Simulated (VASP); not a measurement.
# Bi4Te3 in VASP: further runs

Runs on Bi4Te3. Level: PBE. Tasks: single point.

Everything below comes from runs of VASP 6.6.1. Logs are shortened: lines on timing, memory, paths and dates and some standing lists are left out, and cuts for length are marked.

### 1 The cell of the first run

The cell holds a slab with vacuum, 7 atoms: a = 4.598 Å, b = 4.598 Å, c = 26.262 Å, α = 90.00°, β = 90.00°, γ = 120.00°.

### 2 Single point, PBE

INCAR reads:

```
PREC = Accurate ; ENCUT = 520
EDIFF = 1E-6 ; ISMEAR = 0
SIGMA = 0.1 ; LREAL = False
LASPH = True ; NELM = 60
ALGO = Normal ; ISIF = 2
LWAVE = False ; LCHARG = False
LDIPOL = True ; IDIPOL = 3
DIPOL = 0.5 0.5 0.500 ; GGA = PE
NBANDS = 48
```

KPOINTS reads:

```
Automatic mesh
0
Gamma
  9 9 1
```

POSCAR reads:

```
Bi4Te3
1.0
    4.5978826434      0.0000000000      0.0000000000
   -2.2989413217      3.9818831728      0.0000000000
    0.0000000000      0.0000000000     26.2624663736
Bi Te
4 3
Direct
    0.3333333333      0.6666666667      0.2855786617
    0.0000000000      0.0000000000      0.4285262206
    0.6666666667      0.3333333333      0.5714737794
    0.3333333333      0.6666666667      0.7144213383
    0.6666666667      0.3333333333      0.3570524411
    0.3333333333      0.6666666667      0.5000000000
    0.0000000000      0.0000000000      0.6429475589
```

Potentials or basis: VASP PAW PBE potentials, release 64 (Bi_d, Te).

Started as:

```bash
> cat potpaw_PBE.64/Bi_d/POTCAR potpaw_PBE.64/Te/POTCAR > POTCAR
> mpirun -np 1 vasp_std > vasp.out
```

OUTCAR:

```text
PREC = Accurate
   ENCUT = 520
   EDIFF = 1E-6
   ISMEAR = 0
   LREAL = False
   LASPH = True
   NELM = 60
   ISIF = 2
   GGA = PE

 ion  position               nearest neighbor table
   1  0.333  0.667  0.286-   5 3.25   5 3.25   5 3.25
   2  0.000  0.000  0.429-   6 3.25   6 3.25   6 3.25   5 3.25   5 3.25   5 3.25
   3  0.667  0.333  0.571-   6 3.25   6 3.25   6 3.25   7 3.25   7 3.25   7 3.25
   4  0.333  0.667  0.714-   7 3.25   7 3.25   7 3.25
   5  0.667  0.333  0.357-   1 3.25   1 3.25   1 3.25   2 3.25   2 3.25   2 3.25
   6  0.333  0.667  0.500-   3 3.25   2 3.25   3 3.25   2 3.25   2 3.25   3 3.25
   7  0.000  0.000  0.643-   4 3.25   4 3.25   4 3.25   3 3.25   3 3.25   3 3.25

  LATTYP: Found a hexagonal cell.
 ALAT       =     4.5978826434
 C/A-ratio  =     5.7118609609

  Lattice vectors:

 A1 = (   4.5978826434,   0.0000000000,   0.0000000000)
 A2 = (  -2.2989413217,   3.9818831728,   0.0000000000)
 A3 = (   0.0000000000,   0.0000000000,  26.2624663736)

Analysis of symmetry for initial positions (statically):
=====================================================================
 Subroutine PRICEL returns:
 Original cell was already a primitive cell.

 Routine SETGRP: Setting up the symmetry group for a
 hexagonal supercell.

 Subroutine GETGRP returns: Found 12 space group operations
 (whereof  6 operations were pure point group operations)
 out of a pool of 24 trial point group operations.

The static configuration has the point symmetry C_3v.
 The point group associated with its full space group is D_3d.

Analysis of symmetry for dynamics (positions and initial velocities):
=====================================================================
 Subroutine PRICEL returns:
 Original cell was already a primitive cell.

 Routine SETGRP: Setting up the symmetry group for a
 hexagonal supercell.

 Subroutine GETGRP returns: Found 12 space group operations
 (whereof  6 operations were pure point group operations)
 out of a pool of 24 trial point group operations.

The dynamic configuration has the point symmetry C_3v.
 The point group associated with its full space group is D_3d.

 Subroutine INISYM returns: Found 12 space group operations
 (whereof  6 operations are pure point group operations),
 and found     1 'primitive' translations

----------------------------------------------------------------------------------------

                                     Primitive cell

  volume of cell :     480.8193

  direct lattice vectors                    reciprocal lattice vectors
     4.597882643  0.000000000  0.000000000     0.217491415  0.125568727  0.000000000
    -2.298941322  3.981883173  0.000000000     0.000000000  0.251137453  0.000000000
     0.000000000  0.000000000 26.262466374     0.000000000  0.000000000  0.038077155

  length of vectors
     4.597882643  4.597882643 26.262466374     0.251137453  0.251137453  0.038077155

  position of ions in fractional coordinates (direct lattice)
     0.333333333  0.666666667  0.285578662
     0.000000000  0.000000000  0.428526221
     0.666666667  0.333333333  0.571473779
     0.333333333  0.666666667  0.714421338
     0.666666667  0.333333333  0.357052441
     0.333333333  0.666666667  0.500000000
     0.000000000  0.000000000  0.642947559

  ion indices of the primitive-cell ions
   primitive index   ion index
                 1           1
                 2           2
                 3           3
                 4           4
                 5           5
                 6           6
                 7           7

----------------------------------------------------------------------------------------

 KPOINTS: Automatic mesh

Automatic generation of k-mesh.
 Grid dimensions read from file:
 generate k-points for:    9    9    1

 Generating k-lattice:

  Cartesian coordinates                     Fractional coordinates (reciprocal lattice)
     0.024165713  0.013952081  0.000000000     0.111111111  0.000000000  0.000000000
     0.000000000  0.027904161  0.000000000     0.000000000  0.111111111  0.000000000
     0.000000000  0.000000000  0.038077155     0.000000000  0.000000000  1.000000000

  Length of vectors
     0.027904161  0.027904161  0.038077155

  Shift w.r.t. Gamma in fractional coordinates (k-lattice)
     0.000000000  0.000000000  0.000000000

 Subroutine IBZKPT returns following result:
 ===========================================

 Found     12 irreducible k-points:

 Following reciprocal coordinates:
            Coordinates               Weight
  0.000000  0.000000  0.000000      1.000000
  0.111111 -0.000000  0.000000      6.000000
  0.222222 -0.000000  0.000000      6.000000
  0.333333  0.000000  0.000000      6.000000
  0.444444 -0.000000  0.000000      6.000000
  0.111111  0.111111  0.000000      6.000000
  0.222222  0.111111  0.000000     12.000000
  0.333333  0.111111  0.000000     12.000000
  0.444444  0.111111  0.000000      6.000000
  0.222222  0.222222  0.000000      6.000000
  0.333333  0.222222  0.000000     12.000000
  0.333333  0.333333  0.000000      2.000000
   k-points           NKPTS =     12   k-points in BZ     NKDIM =     12   number of bands    NBANDS=     48
   number of dos      NEDOS =    301   number of ions     NIONS =      7
   total plane-waves  NPLWV = 254016
   dimension x,y,z NGX =    36 NGY =   36 NGZ =  196
   dimension x,y,z NGXF=    72 NGYF=   72 NGZF=  392
   ions per type =               4   3
   NGX,Y,Z   is equivalent  to a cutoff of  13.02, 13.02, 12.41 a.u.
   NGXF,Y,Z  is equivalent  to a cutoff of  26.03, 26.03, 24.81 a.u.
 SYSTEM =  unknown system
   PREC   = accura    normal or accurate (medium, high low for compatibility)
   ISTART =      0    job   : 0-new  1-cont  2-samecut
   ICHARG =      2    charge: 1-file 2-atom 10-const
   ISPIN  =      1    spin polarized calculation?
   LNONCOLLINEAR =      F non collinear calculations
   LSORBIT =      F    spin-orbit coupling
   LASPH  =      T    aspherical Exc in radial PAW
   ENCUT  =  520.0 eV  38.22 Ry    6.18 a.u.   8.55  8.55 48.83*2*pi/ulx,y,z
   NELM   =     60;   NELMIN=  2; NELMDL= -5     # of ELM steps
   EDIFF  = 0.1E-05   stopping-criterion for ELM
   LREAL  =      F    real-space projection
   EDIFFG = 0.1E-04   stopping-criterion for IOM
   NSW    =      0    number of steps for IOM
   IBRION =     -1    ionic relax: 0-MD 1-quasi-New 2-CG
   NFREE  =      0    steps in history (QN), initial steepest desc. (CG)
   ISIF   =      2    stress and relaxation
   ISYM   =      2    0-nonsym 1-usesym 2-fastsym
   POTIM  = 0.5000    time-step for ionic-motion
   TEBEG  =    0.0;   TEEND  =   0.0 temperature during run
   PSTRESS=    0.0 pullay stress
   NELECT =      78.0000    total number of electrons
   NUPDOWN=      -1.0000    fix difference up-down
   EMIN   =  10.00;   EMAX   =-10.00  energy-range for DOS
   EFERMI =   0.00;   METHOD = LEGACY
   ISMEAR =     0;   SIGMA  =   0.10  broadening in eV -4-tet -1-fermi 0-gaus
   EFERMI_NEDOS =   21; number of points for ismear=-14 and -15
   IALGO  =     38    algorithm
   IMIX   =      4    mixing-type and parameters
     AMIX     =   0.40;   BMIX     =  1.00
     AMIX_MAG =   1.60;   BMIX_MAG =  1.00
  volume/ion in A,a.u.               =      68.69       463.53
  Fermi-wavevector in a.u.,A,eV,Ry     =   0.892851  1.687244 10.846336  0.797183
  Thomas-Fermi vector in A             =   2.014853
   LORBIT       =      0    0 simple, 1 ext, 2 COOP (PROOUT), +10 PAW based schemes
   GGA     = PE    functional components
   LHFCALC =     F    Hartree Fock is set to
   AEXX    =    0.0000 exact exchange contribution
   IVDW    =     0    specifies the selected vdW correction
   LEPSILON=     F    determine dielectric tensor
   LRPA    =     F    only Hartree local field effects (RPA)
 non-spin polarized calculation
 Gauss-broadening in eV      SIGMA  =   0.10
  energy-cutoff  :      520.00
  volume of cell :      480.82
 maximum number of plane-waves:     13039
 NGX is ok and might be reduce to    36
   NGX = 17   NGY = 17   NGZ = 97

 dipolmoment           0.000000      0.000000      0.000000 electrons x Angstroem

 number of electron      78.0000007 magnetization

 dipolmoment           0.000000      0.000000     -0.000000 electrons x Angstroem

 Free energy of the ion-electron system (eV)
  ---------------------------------------------------
  ext. energy  EPLUGINS =         0.00000000
  ---------------------------------------------------
  free energy    TOTEN  =       -23.53968713 eV

  energy without entropy =      -23.49995868  energy(sigma->0) =      -23.51982290

 E-fermi :   1.1633     XC(G=0):  -5.3883

 val. band max:        1.1453191278   @ k =   0.2222  -0.0000   0.0000
 cond. band min:       1.1809365883   @ k =   0.3333   0.1111   0.0000
 fundamental gap:      0.0356174604
 Fermi energy:         1.1633445222

 k-point     1 :       0.0000    0.0000    0.0000
  band No.  band energies     occupation
      1     -21.8021      2.00000
      2     -21.8021      2.00000
      3     -21.8021      2.00000
      4     -21.8021      2.00000
      5     -21.7829      2.00000
      6     -21.7829      2.00000
[... 40 lines left out ...]
     47       3.1576      0.00000
     48       3.1576      0.00000

 k-point     2 :       0.1111   -0.0000    0.0000
  band No.  band energies     occupation
      1     -21.8022      2.00000
      2     -21.8022      2.00000
      3     -21.8012      2.00000
      4     -21.8012      2.00000
      5     -21.7834      2.00000
      6     -21.7834      2.00000
[... 40 lines left out ...]
     47       3.2361      0.00000
     48       3.2924      0.00000

 k-point     3 :       0.2222   -0.0000    0.0000
  band No.  band energies     occupation
      1     -21.8025      2.00000
      2     -21.8025      2.00000
      3     -21.7991      2.00000
      4     -21.7991      2.00000
      5     -21.7845      2.00000
      6     -21.7845      2.00000
[... 40 lines left out ...]
     47       3.5381      0.00000
     48       3.9332      0.00000

 k-point     4 :       0.3333    0.0000    0.0000
  band No.  band energies     occupation
      1     -21.8029      2.00000
      2     -21.8029      2.00000
      3     -21.7967      2.00000
      4     -21.7967      2.00000
      5     -21.7858      2.00000
      6     -21.7858      2.00000
[... 346 lines left out ...]
     47       4.4715      0.00000
     48       4.5653      0.00000

 k-point    11 :       0.3333    0.2222    0.0000
  band No.  band energies     occupation
      1     -21.8010      2.00000
      2     -21.8010      2.00000
      3     -21.7966      2.00000
      4     -21.7966      2.00000
      5     -21.7862      2.00000
      6     -21.7862      2.00000
[... 40 lines left out ...]
     47       4.4569      0.00000
     48       4.8937      0.00000

 k-point    12 :       0.3333    0.3333    0.0000
  band No.  band energies     occupation
      1     -21.7998      2.00000
      2     -21.7998      2.00000
      3     -21.7975      2.00000
      4     -21.7975      2.00000
      5     -21.7859      2.00000
      6     -21.7859      2.00000
[... 40 lines left out ...]
     47       4.5479      0.00000
     48       4.6841      0.00000

------------------------ aborting loop because EDIFF is reached ----------------------------------------

 vacuum level on the upper side and lower side of the slab       (xc-potential included)        -0.163        -0.163

  FORCE on cell =-STRESS in cart. coord.  units (eV):
  Direction    XX          YY          ZZ          XY          YZ          ZX
  --------------------------------------------------------------------------------------
  -------------------------------------------------------------------------------------
  Total       -4.2050735     -4.2050735     -1.4015609     -0.0000000     -0.0000000     -0.0000000
  in kB      -14.0120691    -14.0120691     -4.6702555     -0.0000000     -0.0000000     -0.0000000
  external PRESSURE =     -10.8981312 kB  Pullay stress =       0.0000000 kB

 VOLUME and BASIS-vectors are now :
 -----------------------------------------------------------------------------
  energy-cutoff  :      520.00
  volume of cell :      480.82
      direct lattice vectors                 reciprocal lattice vectors
     4.597882643  0.000000000  0.000000000     0.217491415  0.125568727  0.000000000
    -2.298941322  3.981883173  0.000000000     0.000000000  0.251137453  0.000000000
     0.000000000  0.000000000 26.262466374     0.000000000  0.000000000  0.038077155

 POSITION                                       TOTAL-FORCE (eV/Angst)
 -----------------------------------------------------------------------------------
     -0.00000      2.65459      7.50000         0.000000     -0.000000      0.455388
      0.00000      0.00000     11.25416        -0.000000      0.000000      0.218742
      2.29894      1.32729     15.00831         0.000000     -0.000000     -0.218742
     -0.00000      2.65459     18.76247        -0.000000      0.000000     -0.455388
      2.29894      1.32729      9.37708         0.000000     -0.000000     -0.615513
     -0.00000      2.65459     13.13123        -0.000000      0.000000     -0.000000
      0.00000      0.00000     16.88539        -0.000000      0.000000      0.615513
 -----------------------------------------------------------------------------------
    total drift:                                0.000000     -0.000000     -0.000000

  FREE ENERGIE OF THE ION-ELECTRON SYSTEM (eV)
  ---------------------------------------------------
  free  energy   TOTEN  =       -23.5396871255 eV

  energy  without entropy=      -23.4999586839  energy(sigma->0) =      -23.51982290

 vacuum level on the upper side and lower side of the slab         5.147         5.147
```

Wall time 8.2 min (1 thread of Intel Xeon Platinum 8259CL at 2.50GHz (Skylake/Cascade Lake), shared host); peak memory 0.68 GiB.

Results:

```yaml
Free_energy: -23.5397 eV
Largest_force: 0.616 eV/Å
Band_gap_on_the_k_mesh: zero (band 39 reaches 1.15 eV, above the bottom of band 40 at 0.97 eV)
```

Forces on the atoms (eV/Å):
```
Bi   0.000  0.000  0.455
Bi   0.000  0.000  0.219
Bi   0.000  0.000 -0.219
Bi   0.000  0.000 -0.455
Te   0.000  0.000 -0.616
Te   0.000  0.000  0.000
Te   0.000  0.000  0.616
```

Caveat: spin-orbit coupling is left out, which moves the levels of the heavy elements.

(Continued in part 2 of 2.)
